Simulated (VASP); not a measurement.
Input of a VASP 6.6.1 run:

File INCAR:

```
SYSTEM = Cu
PREC = Accurate
ENCUT = 520
EDIFF = 1E-6
ISMEAR = 0
SIGMA = 0.15
LREAL = .False.
LASPH = .True.
NELM = 100
ALGO = Fast
ISIF = 2
LWAVE = .False.
LCHARG = .True.
GGA = PS
IVDW = 12
LELF = .True.
LVHAR = .True.
NBANDS = 12
```

Contents of KPOINTS:

```
regular mesh
0
Gamma
  6 26 4
  0 0 0
```

Contents of POSCAR:

```
Cu
1.0
   12.8697586776      0.0000000000      0.0000014014
    0.0000000000      2.5082815117      0.0000000000
   -5.1117751994      0.0000000000     21.7431577353
Cu
1
Direct
    0.5000000000      0.5000000000      0.5000000000
```

Potentials or basis: VASP PAW PBE potentials, release 64 (Cu).

Run with:

```sh
$ cat potpaw_PBE.64/Cu/POTCAR > POTCAR
$ mpirun -np 1 vasp_std > vasp.out
```

Question: Estimate the band gap on the k mesh.

Answer: Zero (an odd number of electrons rules out a gap without spin polarisation).

Question: Estimate the pressure.

Answer: -0.2 GPa.

Question: Predict the dispersion energy per atom.

Answer: -0.024 eV.

Stress tensor (GPa, compression positive):
```
 0.00  0.00  0.00
 0.00 -0.54  0.00
 0.00  0.00  0.00
```

Caveat: the cell differs from its parent crystal (strain +0.1125 x Voigt [1, 1, 0, 0, 0, 0]); the PAW data sets were made with another functional, which shifts forces and pressure a little.
